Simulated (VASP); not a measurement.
# Gd (Fm-3m) in VASP: single point with PBE+U

Aim: the single point of Gd with PBE+U.

All numbers are computed with VASP 6.6.1; they aren't measurements. Logs are shortened: lines on timing, memory, paths and dates and some standing lists are left out, and cuts for length are marked.

### 1 The cell of the first run

Symmetry: Fm-3m, No. 225, cubic system. The conventional cell has a = 5.172 Å, b = 5.172 Å, c = 5.172 Å, α = 90.00°, β = 90.00°, γ = 90.00°. Gd (site symmetry m-3m) has 12 Gd at 3.66 Å within 4.8 Å.

### 2 Single point, PBE+U, collinear spin, ferromagnetic start

INCAR reads:

```
SYSTEM = Gd
ALGO = Normal ; EDIFF = 1E-6
ENCUT = 520 ; GGA = PE
ISIF = 2 ; ISMEAR = 0
ISPIN = 2 ; LASPH = .True.
LCHARG = .False. ; LDAU = .True.
LDAUJ = 0 ; LDAUL = 3
LDAUPRINT = 1 ; LDAUTYPE = 2
LDAUU = 6 ; LMAXMIX = 6
LORBIT = 11 ; LREAL = .False.
LWAVE = .False. ; MAGMOM = 7
NBANDS = 19 ; NELM = 150
PREC = Accurate ; SIGMA = 0.05
```

KPOINTS reads:

```
k-points
0
Gamma
  5 5 5
  0 0 0
```

POSCAR reads:

```
Gd
1.0
    0.0000000000      2.5858190855      2.5858190855
    2.5858190855      0.0000000000      2.5858190855
    2.5858190855      2.5858190855      0.0000000000
Gd
1
Direct
    0.0000000000      0.0000000000      0.0000000000
```

Potentials or basis: VASP PAW PBE potentials, release 64 (Gd).

On the command line:

```bash
$ cat potpaw_PBE.64/Gd/POTCAR > POTCAR
$ mpirun -np 1 vasp_std > vasp.out
```

OUTCAR:

```text
SYSTEM = Gd
   EDIFF = 1E-6
   ENCUT = 520
   GGA = PE
   ISIF = 2
   ISMEAR = 0
   ISPIN = 2
   LASPH = .True.
   LORBIT = 11
   LREAL = .False.
   NELM = 150
   PREC = Accurate

 ion  position               nearest neighbor table
   1  0.000  0.000  0.000-

  LATTYP: Found a face centered cubic cell.
 ALAT       =     5.1716381710

  Lattice vectors:

 A1 = (   0.0000000000,   2.5858190855,   2.5858190855)
 A2 = (   2.5858190855,   0.0000000000,   2.5858190855)
 A3 = (   2.5858190855,   2.5858190855,   0.0000000000)

Analysis of symmetry for initial positions (statically):
=====================================================================
 Subroutine PRICEL returns:
 Original cell was already a primitive cell.

 Routine SETGRP: Setting up the symmetry group for a
 face centered cubic supercell.

 Subroutine GETGRP returns: Found 48 space group operations
 (whereof 48 operations were pure point group operations)
 out of a pool of 48 trial point group operations.

The static configuration has the point symmetry O_h .

Analysis of symmetry for dynamics (positions and initial velocities):
=====================================================================
 Subroutine PRICEL returns:
 Original cell was already a primitive cell.

 Routine SETGRP: Setting up the symmetry group for a
 face centered cubic supercell.

 Subroutine GETGRP returns: Found 48 space group operations
 (whereof 48 operations were pure point group operations)
 out of a pool of 48 trial point group operations.

The dynamic configuration has the point symmetry O_h .

Analysis of structural, dynamic, and magnetic symmetry:
=====================================================================
 Subroutine PRICEL returns:
 Original cell was already a primitive cell.

 Routine SETGRP: Setting up the symmetry group for a
 face centered cubic supercell.

 Subroutine GETGRP returns: Found 48 space group operations
 (whereof 48 operations were pure point group operations)
 out of a pool of 48 trial point group operations.

The overall configuration has the point symmetry O_h .

 Subroutine INISYM returns: Found 48 space group operations
 (whereof 48 operations are pure point group operations),
 and found     1 'primitive' translations
[... 155 lines left out ...]
  o =  0.9898  v =  0.0002 -0.0000 -0.0002  0.0000 -0.7904  0.0211 -0.6122  0.0000  0.0000  0.0000  0.0000  0.0000  0.0000  0.0000      0.0000  0.0000  0.0000  0.0000  0.0000  0.0000  0.0000  0.0000  0.0000  0.0000  0.0000  0.0000  0.0000  0.0000
  o =  0.9905  v =  0.0001 -0.0000  0.0000 -1.0000 -0.0015 -0.0000  0.0019  0.0000  0.0000  0.0000  0.0000  0.0000  0.0000  0.0000      0.0000  0.0000  0.0000  0.0000  0.0000  0.0000  0.0000  0.0000  0.0000  0.0000  0.0000  0.0000  0.0000  0.0000
  o =  0.9905  v =  0.7906 -0.0000  0.6124  0.0001 -0.0002 -0.0000  0.0003  0.0000  0.0000  0.0000  0.0000  0.0000  0.0000  0.0000      0.0000  0.0000  0.0000  0.0000  0.0000  0.0000  0.0000  0.0000  0.0000  0.0000  0.0000  0.0000  0.0000  0.0000
  o =  0.9905  v =  0.0003  0.0000  0.0002 -0.0025  0.6124  0.0000 -0.7906  0.0000  0.0000  0.0000  0.0000  0.0000  0.0000  0.0000      0.0000  0.0000  0.0000  0.0000  0.0000  0.0000  0.0000  0.0000  0.0000  0.0000  0.0000  0.0000  0.0000  0.0000
  o =  0.9905  v = -0.0000 -1.0000 -0.0000  0.0000  0.0000 -0.0000 -0.0000  0.0000  0.0000  0.0000  0.0000  0.0000  0.0000  0.0000      0.0000  0.0000  0.0000  0.0000  0.0000  0.0000  0.0000  0.0000  0.0000  0.0000  0.0000  0.0000  0.0000  0.0000

 number of electron      18.0000002 magnetization       7.9280892

 Free energy of the ion-electron system (eV)
  ---------------------------------------------------
  ext. energy  EPLUGINS =         0.00000000
  ---------------------------------------------------
  free energy    TOTEN  =       -11.38323059 eV

  energy without entropy =      -11.38031168  energy(sigma->0) =      -11.38177114

 E-fermi :   2.6883     XC(G=0):  -9.7836

 val. band max:        2.6688864490   @ k =  -0.2000   0.2000   0.0000
 cond. band min:       2.7555923720   @ k =   0.2000   0.2000   0.0000
 fundamental gap:      0.0867059230
 Fermi energy:         2.6882735723

 spin component 1

 k-point     1 :       0.0000    0.0000    0.0000
  band No.  band energies     occupation
      1     -42.7894      1.00000
      2     -19.8193      1.00000
      3     -19.8193      1.00000
      4     -19.8193      1.00000
      5      -5.4219      1.00000
      6      -5.3665      1.00000
[... 196 lines left out ...]
      5      -5.3730      1.00000
      6      -5.3557      1.00000
[... 11 lines left out ...]
     18      10.6576      0.00000
     19      11.4737      0.00000
 Fermi energy:         2.6882735723

 spin component 2

 k-point     1 :       0.0000    0.0000    0.0000
  band No.  band energies     occupation
      1     -39.4650      1.00000
      2     -17.3498      1.00000
      3     -17.3498      1.00000
      4     -17.3498      1.00000
      5      -1.2868      1.00000
      6       5.2378      0.00000
[... 197 lines left out ...]
      6       3.4584      0.00000
[... 11 lines left out ...]
     18      12.1902      0.00000
     19      13.0080      0.00000

------------------------ aborting loop because EDIFF is reached ----------------------------------------

  FORCE on cell =-STRESS in cart. coord.  units (eV):
  Direction    XX          YY          ZZ          XY          YZ          ZX
  --------------------------------------------------------------------------------------
  -------------------------------------------------------------------------------------
  Total       -0.0629824     -0.0629824     -0.0629824      0.0000000      0.0000000      0.0000000
  in kB       -2.9181363     -2.9181363     -2.9181363      0.0000000      0.0000000      0.0000000
  external PRESSURE =      -2.9181363 kB  Pullay stress =       0.0000000 kB

 VOLUME and BASIS-vectors are now :
 -----------------------------------------------------------------------------
  energy-cutoff  :      520.00
  volume of cell :       34.58
      direct lattice vectors                 reciprocal lattice vectors
     0.000000000  2.585819085  2.585819085    -0.193362329  0.193362329  0.193362329
     2.585819085  0.000000000  2.585819085     0.193362329 -0.193362329  0.193362329
     2.585819085  2.585819085  0.000000000     0.193362329  0.193362329 -0.193362329

 POSITION                                       TOTAL-FORCE (eV/Angst)
 -----------------------------------------------------------------------------------
      0.00000      0.00000      0.00000         0.000000     -0.000000      0.000000
 -----------------------------------------------------------------------------------
    total drift:                               -0.000000     -0.000000     -0.000000

  FREE ENERGIE OF THE ION-ELECTRON SYSTEM (eV)
  ---------------------------------------------------
  free  energy   TOTEN  =       -11.3832305937 eV

  energy  without entropy=      -11.3803116781  energy(sigma->0) =      -11.38177114

 total charge

# of ion       s       p       d       f       tot
--------------------------------------------------
    1        2.074   5.573   0.580   6.929  15.157

 magnetization (x)

# of ion       s       p       d       f       tot
--------------------------------------------------
    1        0.003  -0.052   0.277   6.923   7.151
```

OSZICAR:

```text
N       E                     dE             d eps       ncg     rms          rms(c)
DAV:   1     0.108927297774E+03    0.10893E+03   -0.63225E+03   974   0.478E+03
DAV:   2     0.953603324897E+01   -0.99391E+02   -0.88145E+02   975   0.383E+02
DAV:   3    -0.391014359045E+01   -0.13446E+02   -0.13132E+02  1178   0.982E+01
[... 12 lines left out ...]
DAV:  16    -0.113832185778E+02   -0.66074E-05   -0.71054E-06   971   0.197E-02    0.328E-02
DAV:  17    -0.113832234685E+02   -0.48907E-05   -0.71920E-06   975   0.141E-02    0.180E-02
DAV:  18    -0.113832291132E+02   -0.56447E-05   -0.23196E-05  1010   0.247E-02    0.388E-02
DAV:  19    -0.113832301866E+02   -0.10734E-05   -0.15948E-05  1034   0.243E-02    0.242E-02
DAV:  20    -0.113832305937E+02   -0.40714E-06   -0.10758E-06   803   0.859E-03
   1 F= -.11383231E+02 E0= -.11381771E+02  d E =-.291892E-02  mag=     7.9284
```

stdout:

```text
POSCAR found type information on POSCAR Gd
 POSCAR found :  1 types and       1 ions
 scaLAPACK will be used
 LDA part: xc-table for (Slater+PW92), standard interpolation
 POSCAR, INCAR and KPOINTS ok, starting setup
 FFT: planning ... GRIDC
 FFT: planning ... GRID_SOFT
 FFT: planning ... GRID
 WAVECAR not read
 entering main loop
```

It took 28 s on 1 thread of Intel Xeon Platinum 8488C (Sapphire Rapids), shared host; peak memory 0.18 GiB.

Results:

| Property | Result |
| --- | --- |
| Free energy | -11.3832 eV |
| Pressure | -0.3 GPa |
| Net moment | 7.93 μB per cell |
| Site moments | Gd +7.15 μB |
| Valence electrons inside the program's atomic spheres | Gd 15.16 |

Levels at points of the mesh, in eV from the Fermi level:
Spin up:
| k point | band 10 | band 11 | band 12 | band 13 | band 14 | band 15 | band 16 | band 17 |
| --- | --- | --- | --- | --- | --- | --- | --- | --- |
| (0.00, 0.00, 0.00) | -7.98 | -7.98 | -5.02 | 1.28 | 1.28 | 1.28 | 3.45 | 3.45 |
Spin down:
| k point | band 3 | band 4 | band 5 | band 6 | band 7 | band 8 |
| --- | --- | --- | --- | --- | --- | --- |
| (0.00, 0.00, 0.00) | -20.04 | -20.04 | -3.98 | 2.55 | 2.55 | 2.55 |

Eigenvalues of the final occupation matrices:
| site | spin | trace | eigenvalues |
| --- | --- | --- | --- |
| site 1 f | 1 | 6.93 | 0.99 0.99 0.99 0.99 0.99 0.99 0.99 |
| site 1 f | 2 | 0.00 | 0.00 0.00 0.00 0.00 0.00 0.00 0.00 |

Caveat: the k points lie up to 0.42 Å⁻¹ apart; spin-orbit coupling is left out, which moves the levels of the heavy elements.
